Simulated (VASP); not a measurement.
## PbS: single point with PBEsol-based screened hybrid

The system is PbS.

```
Pb S
1.0
     3.56261    0.00000    0.00000
     0.00000    3.56261    0.00000
     0.00000    0.00000    3.56261
Pb S
1 1
Direct
  0.00000 0.00000 0.00000
  0.50000 0.50000 0.50000
```

```json
{
 "Program": "VASP 6.6.1",
 "Task": "single point",
 "Functional": "PBEsol-based screened hybrid",
 "Potentials or basis": "VASP PAW PBE potentials, release 64 (Pb_d, S)",
 "Cutoff": "520 eV",
 "k mesh": "4 × 4 × 4",
 "Occupations": "fermi-dirac, width 0.05 eV",
 "Spin": "no spin polarisation"
}
```

```
Pressure               : -0.1 GPa
Band gap on the k mesh : zero (band 10 reaches 6.81 eV, above the bottom of band 11 at 6.11 eV)
```

Levels at points of the mesh, in eV from the Fermi level:
```csv
k point,band 6,band 7,band 8,band 9,band 10,band 11,band 12,band 13,band 14,band 15
"(0.00, 0.00, 0.00)",-15.17,-6.92,-2.08,-2.08,-2.08,6.04,6.04,8.10,8.10,8.10
"(0.50, 0.00, 0.00)",-13.56,-10.22,-0.70,-0.70,0.26,0.85,4.73,4.73,7.30,10.32
"(0.50, 0.50, 0.00)",-12.50,-7.79,-5.49,-5.49,-0.47,5.30,5.30,7.28,8.13,10.54
"(0.50, 0.50, 0.50)",-12.23,-6.06,-3.02,-3.02,-3.02,-0.44,-0.44,-0.44,15.76,15.76
```

It took 13 min on 1 thread of Intel Xeon 8259CL, with other jobs on the host, peak memory 0.27 GiB.

Caveat: the k points lie up to 0.44 Å⁻¹ apart; the PAW data sets were made with another functional, which shifts forces and pressure a little; spin-orbit coupling is left out, which moves the levels of the heavy elements.
